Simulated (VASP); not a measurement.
# BaTiO3 (Pm-3m) in VASP: further runs

Runs on BaTiO3. Level: PBE+U. Tasks: single point, relaxation of cell and atoms.

Everything below comes from runs of VASP 6.6.1. Logs are shortened: lines on timing, memory, paths and dates and some standing lists are left out, and cuts for length are marked.

## 1. The cell of the first run

The structure is cubic, space group Pm-3m (No. 221). Conventional cell: a = 4.029 Å, b = 4.029 Å, c = 4.029 Å, α = 90.00°, β = 90.00°, γ = 90.00°. Within 3.8 Å of Ba (site symmetry m-3m) lie 12 O at 2.85 Å and 8 Ti at 3.49 Å. Ti (site symmetry m-3m) has 6 O at 2.01 Å within 2.7 Å. Within 2.7 Å of O (site symmetry 4/mmm) lie 2 Ti at 2.01 Å.

## 2. Single point, PBE+U

Contents of INCAR:

```
SYSTEM = BaTiO3
  ALGO = Normal
  EDIFF = 1E-7
  ENCUT = 520
  GGA = PE
  ISIF = 2
  ISMEAR = 0
  LASPH = .True.
  LCHARG = .False.
  LDAU = .True.
  LDAUJ = 0 0 0
  LDAUL = -1 2 -1
  LDAUPRINT = 1
  LDAUTYPE = 2
  LDAUU = 0 4 0
  LMAXMIX = 4
  LREAL = .False.
  LWAVE = .False.
  NBANDS = 28
  NELM = 150
  PREC = Accurate
  SIGMA = 0.02
```

Contents of KPOINTS:

```
k-points
0
Gamma
  8 8 8
  0 0 0
```

Contents of POSCAR:

```
BaTiO3
1.0
    4.0288719392      0.0000000000      0.0000000000
    0.0000000000      4.0288719392      0.0000000000
    0.0000000000      0.0000000000      4.0288719392
Ba Ti O
1 1 3
Direct
    0.5000000000      0.5000000000      0.5000000000
    0.0000000000      0.0000000000      0.0000000000
    0.5000000000      0.0000000000      0.0000000000
    0.0000000000      0.5000000000      0.0000000000
    0.0000000000      0.0000000000      0.5000000000
```

Potentials or basis: VASP PAW PBE potentials, release 64 (Ba_sv, Ti_sv, O).

Run with:

```console
$ cat potpaw_PBE.64/Ba_sv/POTCAR potpaw_PBE.64/Ti_sv/POTCAR potpaw_PBE.64/O/POTCAR > POTCAR
$ mpirun -np 1 vasp_std > vasp.out
```

OUTCAR:

```text
SYSTEM = BaTiO3
   EDIFF = 1E-7
   ENCUT = 520
   GGA = PE
   ISIF = 2
   ISMEAR = 0
   LASPH = .True.
   LREAL = .False.
   NELM = 150
   PREC = Accurate

 ion  position               nearest neighbor table
   1  0.500  0.500  0.500-   3 2.85   4 2.85   5 2.85   3 2.85   4 2.85   3 2.85   5 2.85   3 2.85
                             4 2.85   5 2.85   4 2.85   5 2.85   2 3.49   2 3.49   2 3.49   2 3.49
   2  0.000  0.000  0.000-   3 2.01   4 2.01   5 2.01   5 2.01   4 2.01   3 2.01   1 3.49   1 3.49
                             1 3.49   1 3.49   1 3.49   1 3.49   1 3.49   1 3.49
   3  0.500  0.000  0.000-   2 2.01   2 2.01   1 2.85   1 2.85   1 2.85   1 2.85
   4  0.000  0.500  0.000-   2 2.01   2 2.01   1 2.85   1 2.85   1 2.85   1 2.85
   5  0.000  0.000  0.500-   2 2.01   2 2.01   1 2.85   1 2.85   1 2.85   1 2.85

  LATTYP: Found a simple cubic cell.
 ALAT       =     4.0288719392

  Lattice vectors:

 A1 = (   4.0288719392,   0.0000000000,   0.0000000000)
 A2 = (   0.0000000000,   4.0288719392,   0.0000000000)
 A3 = (   0.0000000000,   0.0000000000,   4.0288719392)

Analysis of symmetry for initial positions (statically):
=====================================================================
 Subroutine PRICEL returns:
 Original cell was already a primitive cell.

 Routine SETGRP: Setting up the symmetry group for a
 simple cubic supercell.

 Subroutine GETGRP returns: Found 48 space group operations
[... 9 lines left out ...]

 Routine SETGRP: Setting up the symmetry group for a
 simple cubic supercell.

 Subroutine GETGRP returns: Found 48 space group operations
[... 11 lines left out ...]
                                     Primitive cell

  volume of cell :      65.3959

  direct lattice vectors                    reciprocal lattice vectors
     4.028871939  0.000000000  0.000000000     0.248208435  0.000000000  0.000000000
     0.000000000  4.028871939  0.000000000     0.000000000  0.248208435  0.000000000
     0.000000000  0.000000000  4.028871939     0.000000000  0.000000000  0.248208435

  length of vectors
     4.028871939  4.028871939  4.028871939     0.248208435  0.248208435  0.248208435

  position of ions in fractional coordinates (direct lattice)
     0.500000000  0.500000000  0.500000000
     0.000000000  0.000000000  0.000000000
     0.500000000  0.000000000  0.000000000
     0.000000000  0.500000000  0.000000000
     0.000000000  0.000000000  0.500000000

  ion indices of the primitive-cell ions
   primitive index   ion index
                 1           1
                 2           2
                 3           3
                 4           4
                 5           5

----------------------------------------------------------------------------------------

 KPOINTS: k-points

Automatic generation of k-mesh.
 Grid dimensions read from file:
 generate k-points for:    8    8    8

 Generating k-lattice:

  Cartesian coordinates                     Fractional coordinates (reciprocal lattice)
     0.031026054  0.000000000  0.000000000     0.125000000  0.000000000  0.000000000
     0.000000000  0.031026054  0.000000000     0.000000000  0.125000000  0.000000000
     0.000000000  0.000000000  0.031026054     0.000000000  0.000000000  0.125000000

  Length of vectors
     0.031026054  0.031026054  0.031026054

  Shift w.r.t. Gamma in fractional coordinates (k-lattice)
     0.000000000  0.000000000  0.000000000

 Subroutine IBZKPT returns following result:
 ===========================================

 Found     35 irreducible k-points:

 Following reciprocal coordinates:
            Coordinates               Weight
  0.000000  0.000000  0.000000      1.000000
  0.125000  0.000000  0.000000      6.000000
  0.250000  0.000000  0.000000      6.000000
  0.375000  0.000000  0.000000      6.000000
  0.500000  0.000000  0.000000      3.000000
  0.125000  0.125000  0.000000     12.000000
[... 16 lines left out ...]
  0.375000  0.375000  0.125000     24.000000
  0.500000  0.375000  0.125000     24.000000
 [... further k-points ...]
   k-points           NKPTS =     35   k-points in BZ     NKDIM =     35   number of bands    NBANDS=     28
   number of dos      NEDOS =    301   number of ions     NIONS =      5
   total plane-waves  NPLWV =  27000
   dimension x,y,z NGX =    30 NGY =   30 NGZ =   30
   dimension x,y,z NGXF=    60 NGYF=   60 NGZF=   60
   ions per type =               1   1   3
   NGX,Y,Z   is equivalent  to a cutoff of  12.38, 12.38, 12.38 a.u.
   NGXF,Y,Z  is equivalent  to a cutoff of  24.76, 24.76, 24.76 a.u.
 SYSTEM =  BaTiO3
   PREC   = accura    normal or accurate (medium, high low for compatibility)
   ISTART =      0    job   : 0-new  1-cont  2-samecut
   ICHARG =      2    charge: 1-file 2-atom 10-const
   ISPIN  =      1    spin polarized calculation?
   LNONCOLLINEAR =      F non collinear calculations
   LSORBIT =      F    spin-orbit coupling
   LASPH  =      T    aspherical Exc in radial PAW
   ENCUT  =  520.0 eV  38.22 Ry    6.18 a.u.   7.49  7.49  7.49*2*pi/ulx,y,z
   NELM   =    150;   NELMIN=  2; NELMDL= -5     # of ELM steps
   EDIFF  = 0.1E-06   stopping-criterion for ELM
   LREAL  =      F    real-space projection
   EDIFFG = 0.1E-05   stopping-criterion for IOM
   NSW    =      0    number of steps for IOM
   IBRION =     -1    ionic relax: 0-MD 1-quasi-New 2-CG
   NFREE  =      0    steps in history (QN), initial steepest desc. (CG)
   ISIF   =      2    stress and relaxation
   ISYM   =      2    0-nonsym 1-usesym 2-fastsym
   POTIM  = 0.5000    time-step for ionic-motion
   TEBEG  =    0.0;   TEEND  =   0.0 temperature during run
   PSTRESS=    0.0 pullay stress
   NELECT =      40.0000    total number of electrons
   NUPDOWN=      -1.0000    fix difference up-down
   EMIN   =  10.00;   EMAX   =-10.00  energy-range for DOS
   EFERMI =   0.00;   METHOD = LEGACY
   ISMEAR =     0;   SIGMA  =   0.02  broadening in eV -4-tet -1-fermi 0-gaus
   EFERMI_NEDOS =   21; number of points for ismear=-14 and -15
   IALGO  =     38    algorithm
   IMIX   =      4    mixing-type and parameters
     AMIX     =   0.40;   BMIX     =  1.00
     AMIX_MAG =   1.60;   BMIX_MAG =  1.00
  volume/ion in A,a.u.               =      13.08        88.26
  Fermi-wavevector in a.u.,A,eV,Ry     =   1.389669  2.626094 26.275298  1.931180
  Thomas-Fermi vector in A             =   2.513678
   LORBIT       =      0    0 simple, 1 ext, 2 COOP (PROOUT), +10 PAW based schemes
 LDA+U is selected, type is set to LDAUTYPE =  2
   angular momentum for each species LDAUL =    -1    2   -1
   U (eV)           for each species LDAUU =   0.0  4.0  0.0
   J (eV)           for each species LDAUJ =   0.0  0.0  0.0
   GGA     = PE    functional components
   LHFCALC =     F    Hartree Fock is set to
   AEXX    =    0.0000 exact exchange contribution
   IVDW    =     0    specifies the selected vdW correction
   LEPSILON=     F    determine dielectric tensor
   LRPA    =     F    only Hartree local field effects (RPA)
 non-spin polarized calculation
 Gauss-broadening in eV      SIGMA  =   0.02
  energy-cutoff  :      520.00
  volume of cell :       65.40
 maximum number of plane-waves:      1791
 NGX is ok and might be reduce to    30
   NGX = 15   NGY = 15   NGZ = 15

atom =   2  type =  2  l = 2

 onsite density matrix

spin component  1

  0.1029 -0.0000  0.0000 -0.0000  0.0000
 -0.0000  0.1029  0.0000 -0.0000  0.0000
  0.0000  0.0000  0.2337 -0.0000  0.0000
 -0.0000 -0.0000 -0.0000  0.1029  0.0000
  0.0000  0.0000  0.0000  0.0000  0.2337

spin component  2

  0.1029 -0.0000  0.0000 -0.0000  0.0000
 -0.0000  0.1029  0.0000 -0.0000  0.0000
  0.0000  0.0000  0.2337 -0.0000  0.0000
 -0.0000 -0.0000 -0.0000  0.1029  0.0000
  0.0000  0.0000  0.0000  0.0000  0.2337

 occupancies and eigenvectors

  o =  0.1029  v =  1.0000  0.0000  0.0000  0.0000  0.0000  0.0000  0.0000  0.0000  0.0000  0.0000      0.0000  0.0000  0.0000  0.0000  0.0000  0.0000  0.0000  0.0000  0.0000  0.0000
  o =  0.1029  v =  0.0000  0.0000  0.0000  0.0000  0.0000  1.0000  0.0000  0.0000  0.0000  0.0000      0.0000  0.0000  0.0000  0.0000  0.0000  0.0000  0.0000  0.0000  0.0000  0.0000
  o =  0.1029  v =  0.0000 -0.4197  0.0000  0.9077 -0.0000  0.0000  0.0000  0.0000  0.0000  0.0000      0.0000  0.0000  0.0000  0.0000  0.0000  0.0000  0.0000  0.0000  0.0000  0.0000
  o =  0.1029  v =  0.0000  0.0000  0.0000  0.0000  0.0000  0.0000 -0.4197  0.0000  0.9077 -0.0000      0.0000  0.0000  0.0000  0.0000  0.0000  0.0000  0.0000  0.0000  0.0000  0.0000
  o =  0.1029  v =  0.0000  0.0000  0.0000  0.0000  0.0000  0.0000 -0.9077 -0.0000 -0.4197 -0.0000      0.0000  0.0000  0.0000  0.0000  0.0000  0.0000  0.0000  0.0000  0.0000  0.0000
  o =  0.1029  v =  0.0000 -0.9077 -0.0000 -0.4197 -0.0000  0.0000  0.0000  0.0000  0.0000  0.0000      0.0000  0.0000  0.0000  0.0000  0.0000  0.0000  0.0000  0.0000  0.0000  0.0000
  o =  0.2337  v =  0.0000  0.0000  0.0000  0.0000  0.0000  0.0000  0.0000 -0.9999  0.0000  0.0136      0.0000  0.0000  0.0000  0.0000  0.0000  0.0000  0.0000  0.0000  0.0000  0.0000
  o =  0.2337  v =  0.0000  0.0000 -0.9999  0.0000  0.0136  0.0000  0.0000  0.0000  0.0000  0.0000      0.0000  0.0000  0.0000  0.0000  0.0000  0.0000  0.0000  0.0000  0.0000  0.0000
  o =  0.2337  v =  0.0000  0.0000  0.0000  0.0000  0.0000  0.0000  0.0000 -0.0136  0.0000 -0.9999      0.0000  0.0000  0.0000  0.0000  0.0000  0.0000  0.0000  0.0000  0.0000  0.0000
  o =  0.2337  v =  0.0000  0.0000 -0.0136  0.0000 -0.9999  0.0000  0.0000  0.0000  0.0000  0.0000      0.0000  0.0000  0.0000  0.0000  0.0000  0.0000  0.0000  0.0000  0.0000  0.0000

 number of electron      39.9999976 magnetization

 Free energy of the ion-electron system (eV)
  ---------------------------------------------------
  ext. energy  EPLUGINS =         0.00000000
  ---------------------------------------------------
  free energy    TOTEN  =       -37.33442259 eV

  energy without entropy =      -37.33442259  energy(sigma->0) =      -37.33442259

 E-fermi :   3.9148     XC(G=0): -11.1644

 val. band max:        3.8221948411   @ k =   0.5000   0.5000   0.5000
 cond. band min:       5.9912088288   @ k =   0.0000   0.0000   0.0000
 fundamental gap:      2.1690139877
 Fermi energy:         3.9147818733

 k-point     1 :       0.0000    0.0000    0.0000
  band No.  band energies     occupation
      1     -54.0080      2.00000
      2     -30.1587      2.00000
      3     -30.1587      2.00000
      4     -30.1587      2.00000
      5     -21.0436      2.00000
      6     -13.0857      2.00000
[... 20 lines left out ...]
     27       8.8224      0.00000
     28      10.9076      0.00000

 k-point     2 :       0.1250    0.0000    0.0000
  band No.  band energies     occupation
      1     -54.0079      2.00000
      2     -30.1646      2.00000
      3     -30.1584      2.00000
      4     -30.1584      2.00000
      5     -21.0282      2.00000
      6     -13.0891      2.00000
[... 20 lines left out ...]
     27       9.1233      0.00000
     28      11.2820      0.00000

 k-point     3 :       0.2500    0.0000    0.0000
  band No.  band energies     occupation
      1     -54.0076      2.00000
      2     -30.1789      2.00000
      3     -30.1579      2.00000
      4     -30.1579      2.00000
      5     -20.9905      2.00000
      6     -13.1364      2.00000
[... 20 lines left out ...]
     27       9.9140      0.00000
     28      12.0847      0.00000

 k-point     4 :       0.3750    0.0000    0.0000
  band No.  band energies     occupation
      1     -54.0073      2.00000
      2     -30.1931      2.00000
      3     -30.1573      2.00000
      4     -30.1573      2.00000
      5     -20.9520      2.00000
      6     -13.2225      2.00000
[... 578 lines left out ...]
     27      12.0387      0.00000
     28      12.1739      0.00000

 k-point    23 :       0.3750    0.3750    0.1250
  band No.  band energies     occupation
      1     -54.0065      2.00000
      2     -30.1909      2.00000
      3     -30.1907      2.00000
      4     -30.1618      2.00000
      5     -20.8769      2.00000
      6     -12.7934      2.00000
[... 20 lines left out ...]
     27      11.9387      0.00000
     28      12.5651      0.00000

 k-point    24 :       0.5000    0.3750    0.1250
  band No.  band energies     occupation
      1     -54.0064      2.00000
      2     -30.1966      2.00000
      3     -30.1905      2.00000
      4     -30.1615      2.00000
      5     -20.8657      2.00000
      6     -12.7336      2.00000
[... 20 lines left out ...]
     27      11.9103      0.00000
     28      12.6747      0.00000

 [... further k-points ...]
[... 5 lines left out ...]
  --------------------------------------------------------------------------------------
  -------------------------------------------------------------------------------------
  Total        1.4088562      1.4088562      1.4088562     -0.0000000      0.0000000     -0.0000000
  in kB       34.5165076     34.5165076     34.5165076     -0.0000000      0.0000000     -0.0000000
  external PRESSURE =      34.5165076 kB  Pullay stress =       0.0000000 kB

 VOLUME and BASIS-vectors are now :
 -----------------------------------------------------------------------------
  energy-cutoff  :      520.00
  volume of cell :       65.40
      direct lattice vectors                 reciprocal lattice vectors
     4.028871939  0.000000000  0.000000000     0.248208435  0.000000000  0.000000000
     0.000000000  4.028871939  0.000000000     0.000000000  0.248208435  0.000000000
     0.000000000  0.000000000  4.028871939     0.000000000  0.000000000  0.248208435

 POSITION                                       TOTAL-FORCE (eV/Angst)
 -----------------------------------------------------------------------------------
      2.01444      2.01444      2.01444         0.000000      0.000000      0.000000
      0.00000      0.00000      0.00000         0.000000      0.000000      0.000000
      2.01444      0.00000      0.00000         0.000000      0.000000      0.000000
      0.00000      2.01444      0.00000         0.000000      0.000000      0.000000
      0.00000      0.00000      2.01444         0.000000      0.000000      0.000000
 -----------------------------------------------------------------------------------
    total drift:                                0.000000     -0.000000      0.000000

  FREE ENERGIE OF THE ION-ELECTRON SYSTEM (eV)
  ---------------------------------------------------
  free  energy   TOTEN  =       -37.3344225860 eV

  energy  without entropy=      -37.3344225860  energy(sigma->0) =      -37.33442259
```

Run time: 65 s. Hardware: 1 thread of Intel Xeon 6975P-C, shared host; peak memory 0.21 GiB.

What came out:

```
Free energy            : -37.3344 eV
Pressure               : 3.5 GPa
Band gap on the k mesh : 2.17 eV, indirect (least direct gap 2.37 eV)
```

Eigenvalues of the final occupation matrices:
| site | spin | trace | eigenvalues |
| --- | --- | --- | --- |
| site 2 d | 1 | 0.78 | 0.10 0.10 0.10 0.23 0.23 |
| site 2 d | 2 | 0.78 | 0.10 0.10 0.10 0.23 0.23 |

Caveat: spin-orbit coupling is left out, which moves the levels of the heavy elements.

## 3. Relaxation of cell and atoms, PBE+U

This run uses another cell than the first one, of 12.87 Å³/atom, 0.984 times its volume.

Contents of INCAR:

```
ALGO = Normal ; EDIFF = 1E-6
EDIFFG = -0.005 ; ENCUT = 600
GGA = PE ; IBRION = 2
ISIF = 3 ; ISMEAR = 0
LASPH = T ; LCHARG = F
LDAU = T ; LDAUJ = 0 0 0
LDAUL = -1 2 -1 ; LDAUPRINT = 1
LDAUTYPE = 2 ; LDAUU = 0 4 0
LMAXMIX = 4 ; LREAL = F
LWAVE = F ; NELM = 150
NSW = 100 ; PREC = Accurate
SIGMA = 0.02
```

Contents of KPOINTS:

```
k-points
0
Gamma
  8 8 8
```

POSCAR, as its differences from that of step 2:

```diff
@@ -2,5 +2,5 @@
 1.0
-    4.0288719392      0.0000000000      0.0000000000
-    0.0000000000      4.0288719392      0.0000000000
-    0.0000000000      0.0000000000      4.0288719392
+    4.0073000000      0.0000000000      0.0000000000
+    0.0000000000      4.0073000000      0.0000000000
+    0.0000000000      0.0000000000      4.0073000000
 Ba Ti O
```

Potentials or basis: VASP PAW PBE potentials, release 64 (Ba_sv, Ti_sv, O).

Run with:

```console
$ cat potpaw_PBE.64/Ba_sv/POTCAR potpaw_PBE.64/Ti_sv/POTCAR potpaw_PBE.64/O/POTCAR > POTCAR
$ mpirun -np 1 vasp_std > vasp.out
```

Wall time 2 min (1 thread of Intel Xeon 6975P-C, shared host); peak memory 0.24 GiB.

It converged, with:

- Free energy: -37.3524 eV
- Relaxed volume: 13.34 Å³/atom
- Relaxed cell: a = 4.056 Å, b = 4.056 Å, c = 4.056 Å, α = 90.00°, β = 90.00°, γ = 90.00°
- Space group after relaxing (to 0.05 Å): Pm-3m (No. 221)
- Energy gained by relaxing: 8.8 meV/atom
- Ionic steps: 3
- Pressure after relaxing: 0.0 GPa
- Band gap on the k mesh: 2.12 eV, indirect (least direct gap 2.34 eV)

The path:
| step | energy change (eV) | largest force (eV/Å) | pressure (GPa) | volume (Å³) |
| --- | --- | --- | --- | --- |
| 1 | 0.0000 | 0.0000 | 6.23 | 64.35 |
| 2 | -0.0033 | 0.0000 | -5.22 | 69.13 |
| 3 | -0.0440 | 0.0000 | -0.01 | 66.72 |

Final structure:
```xyz
5
Lattice="4.0558 0.0000 0.0000 0.0000 4.0558 0.0000 0.0000 0.0000 4.0558" Properties=species:S:1:pos:R:3 pbc="T T T"
Ba    2.0279    2.0279    2.0279
Ti    0.0000    0.0000    0.0000
O     2.0279    0.0000    0.0000
O     0.0000    2.0279    0.0000
O     0.0000    0.0000    2.0279
```

Levels at points of the mesh, in eV from the valence-band top:
```
           k point  band 16  band 17  band 18  band 19  band 20  band 21  band 22  band 23  band 24
(0.00, 0.00, 0.00)    -1.04    -1.04    -0.22    -0.22    -0.22     2.12     2.12     2.12     3.68
(0.50, 0.00, 0.00)    -1.82    -1.70    -1.70    -0.78    -0.78     2.29     3.68     3.71     3.71
(0.50, 0.50, 0.00)    -2.49    -1.89    -0.91    -0.91    -0.09     3.72     3.72     4.13     4.43
(0.50, 0.50, 0.50)    -2.33    -2.33     0.00     0.00     0.00     4.35     4.35     4.35     6.48
```

Eigenvalues of the final occupation matrices:
| site | spin | trace | eigenvalues |
| --- | --- | --- | --- |
| site 2 d | 1 | 0.77 | 0.10 0.10 0.10 0.23 0.23 |
| site 2 d | 2 | 0.77 | 0.10 0.10 0.10 0.23 0.23 |

Caveat: spin-orbit coupling is left out, which moves the levels of the heavy elements. Zero-point motion and thermal expansion aren't in these numbers.
